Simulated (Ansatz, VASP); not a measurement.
One calculation of La4Mg8N, two programs

```
Mg La N
1.0
     6.13907    0.00000    0.00000
    -3.06953    5.31659    0.00000
     0.00000    0.00000   27.14536
Mg La N
8 4 1
Direct
  0.83333 0.16667 0.31313
  0.83333 0.66667 0.31313
  0.33333 0.16667 0.31313
  0.66667 0.33333 0.40546
  0.49924 0.50076 0.49873
  0.49924 0.99848 0.49873
  0.00152 0.50076 0.49873
  0.33333 0.66667 0.59454
  0.33333 0.66667 0.38237
  0.00000 0.00000 0.42854
  0.00000 0.00000 0.56753
  0.66667 0.33333 0.60517
  0.66667 0.83333 0.60292
```

Alike in both runs: task single point; functional PBEsol; k mesh 6 × 6 × 1; occupations gaussian, width 0.1 eV; no spin polarisation.

|  | VASP | Ansatz |
| --- | --- | --- |
| version | VASP 6.6.1 | Ansatz 0.2.0 |
| potentials or method | VASP PAW PBE potentials, release 64 (Mg, La, N), cutoff 520 eV | scalar-relativistic, plane waves, PAW |
| valence electrons in the cell | 65 | 129 |

|  | VASP | Ansatz | Ansatz less VASP |
| --- | --- | --- | --- |
| gap on the k mesh at the Fermi level (eV) | none | none | - |
| rms of the force components (eV/Å) | 0.737 | 0.720 | -0.0171 |
| work function, face that differs most (eV) | 2.99 | 2.99 | -0.007 |

VASP's potentials were made for PBE, not for PBEsol. A gap of «none» marks a metal or a gap that the smearing closes. The functional is the same, so the differences come from potentials, cutoffs and numerics. VASP's potentials hold 65 valence electrons a cell and Ansatz's 129, so a difference there can come from the potentials and not from the codes.

Spin-orbit coupling is off throughout.
